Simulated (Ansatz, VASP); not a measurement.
One calculation of Ta3N, two programs

```
Ta N
1.0
     3.03222    0.00000    0.00000
    -1.51611    2.62598    0.00000
     0.00000    0.00000    7.52414
Ta N
3 1
Direct
  0.66667 0.33333 0.82607
  0.33333 0.66667 0.17393
  0.00000 0.00000 0.50000
  0.00000 0.00000 0.00000
```

Alike in both runs: functional PBEsol; k mesh 10 × 10 × 4; occupations fermi-dirac, width 0.05 eV; non-collinear spin, spin-orbit coupling.

```csv
,VASP,Ansatz
version,VASP 6.6.1,Ansatz 0.2.0
potentials or method,"VASP PAW PBE potentials, release 64 (Ta_pv, N)",Ansatz PAW
plane-wave cutoff (eV),520,420
valence electrons in the cell,38,44
task,single point,band structure
```

|  | VASP | Ansatz | Ansatz less VASP |
| --- | --- | --- | --- |
| pressure (GPa) | -7.6 | -8.3 | -0.71 |
| traceless stress, the component that is largest in VASP (GPa) | 0.07 | -0.01 | -0.072 |
| rms of the force components (eV/Å) | 0.132 | 0.158 | +0.0257 |

VASP's potentials were made for PBE, not for PBEsol. Atom by atom the forces differ by 0.026 eV/Å (rms over components). With one functional, cell and mesh, what is left measures potentials, basis and numerics. VASP's potentials hold 38 valence electrons a cell and Ansatz's 44, so a difference there can come from the potentials and not from the codes.
